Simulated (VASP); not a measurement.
A run of VASP 6.6.1 is set up as follows.

INCAR

```
SYSTEM = Sn
PREC = Accurate
ENCUT = 520
EDIFF = 1E-6
ISMEAR = 0
SIGMA = 0.1
LREAL = .False.
LASPH = .True.
NELM = 100
ALGO = Normal
ISIF = 2
LWAVE = .False.
LCHARG = .False.
GGA = PE
NBANDS = 96
```

KPOINTS

```
Automatic mesh
0
Gamma
  3 3 3
  0 0 0
```

POSCAR

```
Sn
1.0
    4.1754826580      2.4107160367      7.6877184589
   -4.1754826580      2.4107160367      7.6877184589
    0.0000000000     -4.8214320732      7.6877184589
Sn
12
Direct
    0.0229162584      0.6437524050      0.0229162584
    0.0229162584      0.0229162584      0.6437524050
    0.6437524050      0.0229162584      0.0229162584
    0.9770837416      0.3562475950      0.9770837416
    0.3562475950      0.9770837416      0.9770837416
    0.9770837416      0.9770837416      0.3562475950
    0.2332624568      0.6146511557      0.2332624568
    0.2332624568      0.2332624568      0.6146511557
    0.6146511557      0.2332624568      0.2332624568
    0.7667375432      0.3853488443      0.7667375432
    0.3853488443      0.7667375432      0.7667375432
    0.7667375432      0.7667375432      0.3853488443
```

Potentials or basis: VASP PAW PBE potentials, release 64 (Sn_d).

Command:

```console
$ cat potpaw_PBE.64/Sn_d/POTCAR > POTCAR
$ mpirun -np 1 vasp_std > vasp.out
```

What does it give for the largest force?

0.044 eV/Å.

Predict the pressure.

0.0 GPa.

Estimate the band gap on the k mesh.

zero (band 84 reaches 4.91 eV, above the bottom of band 85 at 4.49 eV).

Forces in eV/Å, atoms in the order of the input:
```
Sn   0.008 -0.004 -0.043
Sn   0.000  0.009 -0.043
Sn  -0.008 -0.004 -0.043
Sn  -0.008  0.004  0.043
Sn   0.008  0.004  0.043
Sn   0.000 -0.009  0.043
Sn   0.002 -0.001  0.032
Sn   0.000  0.002  0.032
Sn  -0.002 -0.001  0.032
Sn  -0.002  0.001 -0.032
Sn   0.002  0.001 -0.032
Sn   0.000 -0.002 -0.032
```

Caveat: spin-orbit coupling is left out, which moves the levels of the heavy elements.
